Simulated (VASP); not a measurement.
Set up this calculation in VASP 6.6.1, as the native input.

| Item | Value |
| --- | --- |
| Task | relaxation of shape and atoms at fixed volume |
| Functional | PBE |
| Dispersion | D3(BJ) |
| Potentials or basis | VASP PAW PBE potentials, release 64 (Ti_sv, Te) |
| Cutoff | 600 eV |
| k mesh | 15 × 15 × 8 |
| Occupations | gaussian, width 0.1 eV |
| Spin | no spin polarisation |
| Dipole correction | no |
| Further INCAR settings | ALGO = Normal; EDIFF = 1e-06; IBRION = 2; EDIFFG = -0.01; NSW = 50; ISIF = 4 |

The structure of TiTe2 lies in POSCAR:

```
TiTe2
1.0
    3.7335288537      0.0000000000      0.0000000000
   -1.8667644268      3.2333308330      0.0000000000
    0.0000000000      0.0000000000      6.4471894963
Ti Te
1 2
Direct
    0.0000000000      0.0000000000      0.0000000000
    0.6666666667      0.3333333333      0.2710898069
    0.3333333333      0.6666666667      0.7289101931
```

One way to write it, as run:

INCAR

```
SYSTEM = TiTe2
ALGO     = Normal         ! electronic algorithm
EDIFF    = 1E-6           ! SCF threshold, eV
EDIFFG   = -0.01          ! ionic threshold
ENCUT    = 600            ! plane-wave cutoff, eV
GGA      = PE             ! functional
IBRION   = 2              ! ionic algorithm
ISIF     = 4              ! what is computed and relaxed
ISMEAR   = 0              ! smearing method
IVDW     = 12             ! dispersion correction
LASPH    = .True.         ! aspherical terms in the spheres
LCHARG   = .False.        ! write CHGCAR
LREAL    = .False.        ! projectors in reciprocal space
LWAVE    = .False.        ! write WAVECAR
NELM     = 100            ! most SCF steps
NSW      = 50             ! ionic steps
PREC     = Accurate       ! precision mode
SIGMA    = 0.1            ! smearing width, eV
```

KPOINTS

```
k-points
0
Gamma
  15 15 8
  0 0 0
```

Potentials or basis: VASP PAW PBE potentials, release 64 (Ti_sv, Te).

The run is started by

```bash
$ cat potpaw_PBE.64/Ti_sv/POTCAR potpaw_PBE.64/Te/POTCAR > POTCAR
$ mpirun -np 1 vasp_std > vasp.out
```

Results of the run:

| Quantity | Value |
| --- | --- |
| Energy gained by relaxing | 1.9 meV/atom |
| Ionic steps | 8 |
| Pressure after relaxing | -1.1 GPa |
| Band gap on the k mesh | zero (bands 12 and 13 overlap by 0.75 eV) |
| Dispersion energy per atom | -0.507 eV |

Caveat: spin-orbit coupling is left out, which moves the levels of the heavy elements.

Wall time 20 min on 1 thread of Intel(R) Xeon(R) Platinum 8259CL CPU @ 2.50GHz (Skylake/Cascade Lake), on a shared host, peak memory 0.46 GiB.
